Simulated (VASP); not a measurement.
# C (P6_3/mmc) in VASP: a series of runs

Runs on C. Level: PBE. Tasks: single point.

Everything below comes from runs of VASP 6.6.1. Logs are shortened: lines on timing, memory, paths and dates and some standing lists are left out, and cuts for length are marked.

## (1) The cell of the first run

It takes space group P6_3/mmc (No. 194, hexagonal). The conventional cell has a = 2.467 Å, b = 2.467 Å, c = 8.527 Å, α = 90.00°, β = 90.00°, γ = 120.00°. Within 1.9 Å of C (site symmetry -6m2) lie 3 C at 1.42 Å. Within 1.9 Å of C (site symmetry -6m2) lie 3 C at 1.42 Å.

## (2) Single point, PBE

File INCAR:

```
ALGO     = Normal         # electronic algorithm
EDIFF    = 1E-6           # SCF threshold, eV
ENCUT    = 520            # plane-wave cutoff, eV
GGA      = PE             # functional
ISIF     = 2              # what is computed and relaxed
ISMEAR   = 1              # smearing method
LASPH    = True           # aspherical terms in the spheres
LCHARG   = False          # write CHGCAR
LREAL    = False          # projectors in reciprocal space
LWAVE    = False          # write WAVECAR
NBANDS   = 16             # bands
NELM     = 60             # most SCF steps
PREC     = Accurate       # precision mode
SIGMA    = 0.1            # smearing width, eV
```

File KPOINTS:

```
k-points
0
Gamma
  15 15 4
```

File POSCAR:

```
C
1.0
    2.4665665061      0.0000000000      0.0000000000
   -1.2332832531      2.1361092544      0.0000000000
    0.0000000000      0.0000000000      8.5267424969
C
4
Direct
    1.0000000000      1.0000000000      0.2500000000
    0.0000000000      0.0000000000      0.7500000000
    0.3333333333      0.6666666667      0.2500000000
    0.6666666667      0.3333333333      0.7500000000
```

Potentials or basis: VASP PAW PBE potentials, release 64 (C).

The run is started by

```sh
cat potpaw_PBE.64/C/POTCAR > POTCAR
mpirun -np 1 vasp_std > vasp.out
```

OUTCAR:

```text
EDIFF = 1E-6
   ENCUT = 520
   GGA = PE
   ISIF = 2
   ISMEAR = 1
   LASPH = True
   LREAL = False
   NELM = 60
   PREC = Accurate

 ion  position               nearest neighbor table
   1  0.000  0.000  0.250-   3 1.42   3 1.42   3 1.42
   2  0.000  0.000  0.750-   4 1.42   4 1.42   4 1.42
   3  0.333  0.667  0.250-   1 1.42   1 1.42   1 1.42
   4  0.667  0.333  0.750-   2 1.42   2 1.42   2 1.42

  LATTYP: Found a hexagonal cell.
 ALAT       =     2.4665665061
 C/A-ratio  =     3.4569278695

  Lattice vectors:

 A1 = (   2.4665665061,   0.0000000000,   0.0000000000)
 A2 = (  -1.2332832531,   2.1361092544,   0.0000000000)
 A3 = (   0.0000000000,   0.0000000000,   8.5267424969)

Analysis of symmetry for initial positions (statically):
=====================================================================
 Subroutine PRICEL returns:
 Original cell was already a primitive cell.

 Routine SETGRP: Setting up the symmetry group for a
 hexagonal supercell.

 Subroutine GETGRP returns: Found 24 space group operations
 (whereof 12 operations were pure point group operations)
 out of a pool of 24 trial point group operations.

The static configuration has the point symmetry D_3d.
 The point group associated with its full space group is D_6h.

Analysis of symmetry for dynamics (positions and initial velocities):
=====================================================================
 Subroutine PRICEL returns:
 Original cell was already a primitive cell.

 Routine SETGRP: Setting up the symmetry group for a
 hexagonal supercell.

 Subroutine GETGRP returns: Found 24 space group operations
 (whereof 12 operations were pure point group operations)
 out of a pool of 24 trial point group operations.

The dynamic configuration has the point symmetry D_3d.
 The point group associated with its full space group is D_6h.

 Subroutine INISYM returns: Found 24 space group operations
 (whereof 12 operations are pure point group operations),
 and found     1 'primitive' translations

----------------------------------------------------------------------------------------

                                     Primitive cell

[... 86 lines left out ...]
   ISTART =      0    job   : 0-new  1-cont  2-samecut
   ICHARG =      2    charge: 1-file 2-atom 10-const
   ISPIN  =      1    spin polarized calculation?
   LNONCOLLINEAR =      F non collinear calculations
   LSORBIT =      F    spin-orbit coupling
   LASPH  =      T    aspherical Exc in radial PAW
   ENCUT  =  520.0 eV  38.22 Ry    6.18 a.u.   4.59  4.59 15.85*2*pi/ulx,y,z
   NELM   =     60;   NELMIN=  2; NELMDL= -5     # of ELM steps
   EDIFF  = 0.1E-05   stopping-criterion for ELM
   LREAL  =      F    real-space projection
   EDIFFG = 0.1E-04   stopping-criterion for IOM
   NSW    =      0    number of steps for IOM
   IBRION =     -1    ionic relax: 0-MD 1-quasi-New 2-CG
   NFREE  =      0    steps in history (QN), initial steepest desc. (CG)
   ISIF   =      2    stress and relaxation
   ISYM   =      2    0-nonsym 1-usesym 2-fastsym
   POTIM  = 0.5000    time-step for ionic-motion
   TEBEG  =    0.0;   TEEND  =   0.0 temperature during run
   PSTRESS=    0.0 pullay stress
   NELECT =      16.0000    total number of electrons
   NUPDOWN=      -1.0000    fix difference up-down
   EMIN   =  10.00;   EMAX   =-10.00  energy-range for DOS
   EFERMI =   0.00;   METHOD = LEGACY
   ISMEAR =     1;   SIGMA  =   0.10  broadening in eV -4-tet -1-fermi 0-gaus
   EFERMI_NEDOS =   21; number of points for ismear=-14 and -15
   IALGO  =     38    algorithm
   IMIX   =      4    mixing-type and parameters
     AMIX     =   0.40;   BMIX     =  1.00
     AMIX_MAG =   1.60;   BMIX_MAG =  1.00
  volume/ion in A,a.u.               =      11.23        75.79
  Fermi-wavevector in a.u.,A,eV,Ry     =   1.160419  2.192875 18.321243  1.346573
  Thomas-Fermi vector in A             =   2.297002
   LORBIT       =      0    0 simple, 1 ext, 2 COOP (PROOUT), +10 PAW based schemes
   GGA     = PE    functional components
   LHFCALC =     F    Hartree Fock is set to
   AEXX    =    0.0000 exact exchange contribution
   IVDW    =     0    specifies the selected vdW correction
   LEPSILON=     F    determine dielectric tensor
   LRPA    =     F    only Hartree local field effects (RPA)
 non-spin polarized calculation
 Methfessel and Paxton  Order N= 1 SIGMA  =   0.10
  energy-cutoff  :      520.00
  volume of cell :       44.93
 maximum number of plane-waves:      1232
   NGX =  9   NGY =  9   NGZ = 31

 number of electron      15.9999993 magnetization

 Free energy of the ion-electron system (eV)
  ---------------------------------------------------
  ext. energy  EPLUGINS =         0.00000000
  ---------------------------------------------------
  free energy    TOTEN  =       -36.90132026 eV

  energy without entropy =      -36.90082566  energy(sigma->0) =      -36.90115539

 E-fermi :   2.7918     XC(G=0):  -8.7222

 val. band max:        2.7912678284   @ k =   0.3333   0.3333   0.0000
 cond. band min:       2.7919093491   @ k =   0.3333   0.3333   0.2500
 fundamental gap:      0.0006415207
 Fermi energy:         2.7918098352

 k-point     1 :       0.0000    0.0000    0.0000
  band No.  band energies     occupation
      1     -16.7401      2.00000
      2     -16.7043      2.00000
      3      -5.0542      2.00000
      4      -4.5717      2.00000
      5      -0.2521      2.00000
      6      -0.2521      2.00000
[... 433 lines left out ...]
      3      -9.8895      2.00000
      4      -9.8820      2.00000
      5      -6.0528      2.00000
      6      -6.0434      2.00000
[... 8 lines left out ...]
     15      14.3027      0.00000
     16      14.5585      0.00000

 [... further k-points ...]
[... 5 lines left out ...]
  --------------------------------------------------------------------------------------
  -------------------------------------------------------------------------------------
  Total        0.1557316      0.1557316     -0.0118533     -0.0000000      0.0000000      0.0000000
  in kB        5.5537693      5.5537693     -0.4227182     -0.0000000      0.0000000      0.0000000
  external PRESSURE =       3.5616068 kB  Pullay stress =       0.0000000 kB

 VOLUME and BASIS-vectors are now :
 -----------------------------------------------------------------------------
  energy-cutoff  :      520.00
  volume of cell :       44.93
      direct lattice vectors                 reciprocal lattice vectors
     2.466566506  0.000000000  0.000000000     0.405421868  0.234070425  0.000000000
    -1.233283253  2.136109254  0.000000000     0.000000000  0.468140849  0.000000000
     0.000000000  0.000000000  8.526742497     0.000000000  0.000000000  0.117278081

 POSITION                                       TOTAL-FORCE (eV/Angst)
 -----------------------------------------------------------------------------------
      0.00000      0.00000      2.13169        -0.000000      0.000000     -0.000000
      0.00000      0.00000      6.39506         0.000000      0.000000     -0.000000
     -0.00000      1.42407      2.13169        -0.000000      0.000000      0.000000
      1.23328      0.71204      6.39506        -0.000000     -0.000000     -0.000000
 -----------------------------------------------------------------------------------
    total drift:                                0.000000     -0.000000      0.000000

  FREE ENERGIE OF THE ION-ELECTRON SYSTEM (eV)
  ---------------------------------------------------
  free  energy   TOTEN  =       -36.9013202599 eV

  energy  without entropy=      -36.9008256616  energy(sigma->0) =      -36.90115539
```

It took 71 s on 1 thread of Intel Xeon 8259CL, shared host; peak memory 0.17 GiB.

What came out:

```yaml
Free_energy: -36.9013 eV
Pressure: 0.4 GPa
Band_gap_on_the_k_mesh: zero (filled and empty bands touch)
```

Levels at points of the mesh, in eV from the Fermi level:
| k point | band 6 | band 7 | band 8 | band 9 | band 10 | band 11 |
| --- | --- | --- | --- | --- | --- | --- |
| (0.00, 0.00, 0.00) | -3.04 | -3.04 | -3.04 | 3.09 | 6.39 | 8.30 |
| (0.00, 0.00, 0.50) | -3.04 | -3.04 | -3.04 | 4.35 | 4.35 | 8.30 |

Caveat: this functional lacks dispersion, which binds the layers, so the pressure and a relaxed spacing across them are unreliable.

## (3) Single point, PBE

INCAR: that of step 2 with these lines changed.

```diff
@@ -1,3 +1,3 @@
 ALGO     = Normal         # electronic algorithm
-EDIFF    = 1E-6           # SCF threshold, eV
+EDIFF    = 1E-7           # SCF threshold, eV
 ENCUT    = 520            # plane-wave cutoff, eV
@@ -11,4 +11,4 @@
 NBANDS   = 16             # bands
-NELM     = 60             # most SCF steps
+NELM     = 80             # most SCF steps
 PREC     = Accurate       # precision mode
-SIGMA    = 0.1            # smearing width, eV
+SIGMA    = 0.2            # smearing width, eV
```

KPOINTS is that of step 2.

POSCAR is that of step 2.

Potentials or basis: VASP PAW PBE potentials, release 64 (C).

The run is started by

```sh
cat potpaw_PBE.64/C/POTCAR > POTCAR
mpirun -np 1 vasp_std > vasp.out
```

OUTCAR:

```text
EDIFF = 1E-7
   ENCUT = 520
   GGA = PE
   ISIF = 2
   ISMEAR = 1
   LASPH = True
   LREAL = False
   NELM = 80
   PREC = Accurate

 ion  position               nearest neighbor table
   1  0.000  0.000  0.250-   3 1.42   3 1.42   3 1.42
   2  0.000  0.000  0.750-   4 1.42   4 1.42   4 1.42
   3  0.333  0.667  0.250-   1 1.42   1 1.42   1 1.42
   4  0.667  0.333  0.750-   2 1.42   2 1.42   2 1.42

  LATTYP: Found a hexagonal cell.
 ALAT       =     2.4665665061
 C/A-ratio  =     3.4569278695

  Lattice vectors:

 A1 = (   2.4665665061,   0.0000000000,   0.0000000000)
 A2 = (  -1.2332832531,   2.1361092544,   0.0000000000)
 A3 = (   0.0000000000,   0.0000000000,   8.5267424969)

Analysis of symmetry for initial positions (statically):
=====================================================================
 Subroutine PRICEL returns:
 Original cell was already a primitive cell.

 Routine SETGRP: Setting up the symmetry group for a
 hexagonal supercell.

 Subroutine GETGRP returns: Found 24 space group operations
 (whereof 12 operations were pure point group operations)
 out of a pool of 24 trial point group operations.

The static configuration has the point symmetry D_3d.
 The point group associated with its full space group is D_6h.

Analysis of symmetry for dynamics (positions and initial velocities):
=====================================================================
 Subroutine PRICEL returns:
 Original cell was already a primitive cell.

 Routine SETGRP: Setting up the symmetry group for a
 hexagonal supercell.

 Subroutine GETGRP returns: Found 24 space group operations
 (whereof 12 operations were pure point group operations)
 out of a pool of 24 trial point group operations.

The dynamic configuration has the point symmetry D_3d.
[... 115 lines left out ...]
   NELECT =      16.0000    total number of electrons
   NUPDOWN=      -1.0000    fix difference up-down
   EMIN   =  10.00;   EMAX   =-10.00  energy-range for DOS
   EFERMI =   0.00;   METHOD = LEGACY
   ISMEAR =     1;   SIGMA  =   0.20  broadening in eV -4-tet -1-fermi 0-gaus
   EFERMI_NEDOS =   21; number of points for ismear=-14 and -15
   IALGO  =     38    algorithm
   IMIX   =      4    mixing-type and parameters
     AMIX     =   0.40;   BMIX     =  1.00
     AMIX_MAG =   1.60;   BMIX_MAG =  1.00
  volume/ion in A,a.u.               =      11.23        75.79
  Fermi-wavevector in a.u.,A,eV,Ry     =   1.160419  2.192875 18.321243  1.346573
  Thomas-Fermi vector in A             =   2.297002
   LORBIT       =      0    0 simple, 1 ext, 2 COOP (PROOUT), +10 PAW based schemes
   GGA     = PE    functional components
   LHFCALC =     F    Hartree Fock is set to
   AEXX    =    0.0000 exact exchange contribution
   IVDW    =     0    specifies the selected vdW correction
   LEPSILON=     F    determine dielectric tensor
   LRPA    =     F    only Hartree local field effects (RPA)
 non-spin polarized calculation
 Methfessel and Paxton  Order N= 1 SIGMA  =   0.20
  energy-cutoff  :      520.00
  volume of cell :       44.93
 maximum number of plane-waves:      1232
   NGX =  9   NGY =  9   NGZ = 31

 number of electron      15.9999993 magnetization

 Free energy of the ion-electron system (eV)
  ---------------------------------------------------
  ext. energy  EPLUGINS =         0.00000000
  ---------------------------------------------------
  free energy    TOTEN  =       -36.90194917 eV

  energy without entropy =      -36.90044660  energy(sigma->0) =      -36.90144831

 E-fermi :   2.7922     XC(G=0):  -8.7221

 val. band max:        2.7920496218   @ k =   0.3333   0.3333   0.2500
 cond. band min:       2.7926780407   @ k =   0.3333   0.3333   0.5000
 fundamental gap:      0.0006284189
 Fermi energy:         2.7922411729

 k-point     1 :       0.0000    0.0000    0.0000
  band No.  band energies     occupation
      1     -16.7400      2.00000
      2     -16.7041      2.00000
      3      -5.0541      2.00000
      4      -4.5716      2.00000
      5      -0.2519      2.00000
      6      -0.2519      2.00000
[... 433 lines left out ...]
      3      -9.8894      2.00000
      4      -9.8819      2.00000
      5      -6.0527      2.00000
      6      -6.0432      2.00000
[... 8 lines left out ...]
     15      14.3026      0.00000
     16      14.5585      0.00000

 [... further k-points ...]
[... 5 lines left out ...]
  --------------------------------------------------------------------------------------
  -------------------------------------------------------------------------------------
  Total        0.1548849      0.1548849     -0.0097593     -0.0000000      0.0000000     -0.0000000
  in kB        5.5235763      5.5235763     -0.3480406     -0.0000000      0.0000000     -0.0000000
  external PRESSURE =       3.5663706 kB  Pullay stress =       0.0000000 kB

 VOLUME and BASIS-vectors are now :
 -----------------------------------------------------------------------------
  energy-cutoff  :      520.00
  volume of cell :       44.93
      direct lattice vectors                 reciprocal lattice vectors
     2.466566506  0.000000000  0.000000000     0.405421868  0.234070425  0.000000000
    -1.233283253  2.136109254  0.000000000     0.000000000  0.468140849  0.000000000
     0.000000000  0.000000000  8.526742497     0.000000000  0.000000000  0.117278081

 POSITION                                       TOTAL-FORCE (eV/Angst)
 -----------------------------------------------------------------------------------
      0.00000      0.00000      2.13169         0.000000      0.000000      0.000000
      0.00000      0.00000      6.39506        -0.000000     -0.000000      0.000000
     -0.00000      1.42407      2.13169        -0.000000      0.000000     -0.000000
      1.23328      0.71204      6.39506         0.000000      0.000000      0.000000
 -----------------------------------------------------------------------------------
    total drift:                                0.000000     -0.000000      0.000000

  FREE ENERGIE OF THE ION-ELECTRON SYSTEM (eV)
  ---------------------------------------------------
  free  energy   TOTEN  =       -36.9019491674 eV

  energy  without entropy=      -36.9004465976  energy(sigma->0) =      -36.90144831
```

OSZICAR:

```text
N       E                     dE             d eps       ncg     rms          rms(c)
DAV:   1     0.460267312752E+02    0.46027E+02   -0.76412E+03  2600   0.895E+02
DAV:   2    -0.356934569734E+02   -0.81720E+02   -0.73517E+02  3584   0.192E+02
DAV:   3    -0.393542749614E+02   -0.36608E+01   -0.36324E+01  3480   0.393E+01
DAV:   4    -0.393944257860E+02   -0.40151E-01   -0.40131E-01  3272   0.494E+00
DAV:   5    -0.393951751444E+02   -0.74936E-03   -0.74926E-03  3464   0.645E-01    0.892E+00
DAV:   6    -0.375353437896E+02    0.18598E+01   -0.13616E+00  3016   0.690E+00    0.523E+00
DAV:   7    -0.368892267161E+02    0.64612E+00   -0.17348E+00  3208   0.785E+00    0.143E+00
DAV:   8    -0.369021169616E+02   -0.12890E-01   -0.65379E-02  3080   0.148E+00    0.199E-01
DAV:   9    -0.369016161481E+02    0.50081E-03   -0.11615E-03  3520   0.230E-01    0.110E-01
DAV:  10    -0.369019428831E+02   -0.32673E-03   -0.99720E-04  2904   0.192E-01    0.580E-02
DAV:  11    -0.369019464678E+02   -0.35848E-05   -0.18667E-05  3448   0.286E-02    0.108E-02
DAV:  12    -0.369019489571E+02   -0.24893E-05   -0.23584E-06  2976   0.136E-02    0.480E-03
DAV:  13    -0.369019491329E+02   -0.17581E-06   -0.41645E-07  3328   0.417E-03    0.792E-04
DAV:  14    -0.369019491674E+02   -0.34474E-07   -0.68586E-09  2680   0.683E-04
   1 F= -.36901949E+02 E0= -.36901448E+02  d E =-.150257E-02
```

It took 76 s on 1 thread of Intel Xeon 8259CL, shared host; peak memory 0.17 GiB.

Results:

```yaml
Free_energy: -36.9019 eV
Pressure: 0.4 GPa
Band_gap_on_the_k_mesh: zero (filled and empty bands touch)
```

Caveat: this functional lacks dispersion, which binds the layers, so the pressure and a relaxed spacing across them are unreliable.

## (4) Single point, PBE

File INCAR:

```
  PREC = Accurate
  ENCUT = 520
  EDIFF = 1E-6
  ISMEAR = 1
  SIGMA = 0.3
  LREAL = F
  LASPH = T
  NELM = 60
  ALGO = Normal
  ISIF = 2
  LWAVE = F
  LCHARG = F
  GGA = PE
  NBANDS = 16
```

File KPOINTS:

```
regular mesh
0
Gamma
  15 15 4
```

POSCAR is that of step 3.

The run is started by

```sh
cat potpaw_PBE.64/C/POTCAR > POTCAR
mpirun -np 1 vasp_std > vasp.out
```

It took 69 s on 1 thread of Intel Xeon 8259CL, shared host; peak memory 0.17 GiB.

Results (log left out):

| Quantity | Value |
| --- | --- |
| Free energy | -36.9028 eV |
| Pressure | 0.4 GPa |
| Band gap on the k mesh | zero (filled and empty bands touch) |

Stress tensor (GPa, compression positive):
```
 0.55  0.00  0.00
 0.00  0.55  0.00
 0.00  0.00 -0.02
```

Levels at points of the mesh, in eV from the Fermi level:
| k point | band 4 | band 5 | band 6 | band 7 | band 8 | band 9 | band 10 | band 11 | band 12 | band 13 |
| --- | --- | --- | --- | --- | --- | --- | --- | --- | --- | --- |
| (0.00, 0.00, 0.00) | -7.36 | -3.04 | -3.04 | -3.04 | -3.04 | 3.09 | 6.39 | 8.30 | 8.30 | 8.31 |
| (0.00, 0.00, 0.50) | -7.62 | -3.04 | -3.04 | -3.04 | -3.04 | 4.35 | 4.35 | 8.30 | 8.30 | 8.30 |

Caveat: this functional lacks dispersion, which binds the layers, so the pressure and a relaxed spacing across them are unreliable.

## (5) Summary

```csv
smearing,gap on the mesh (eV),pressure (GPa)
methfessel-paxton 0.1 eV,none,0.4
methfessel-paxton 0.2 eV,none,0.4
methfessel-paxton 0.3 eV,none,0.4
```

Alike in all rows: task single point; level PBE; potentials or basis VASP PAW PBE potentials, release 64 (C); no spin polarisation; cell as given; k mesh 15 × 15 × 4; cutoff (eV) 520.

Every run on the cell as given and a fine mesh finds a metal.

Caveats: this functional lacks dispersion, which binds the layers, so the pressure and a relaxed spacing across them are unreliable.

Absolute energies hang on the potentials; compare differences alone.
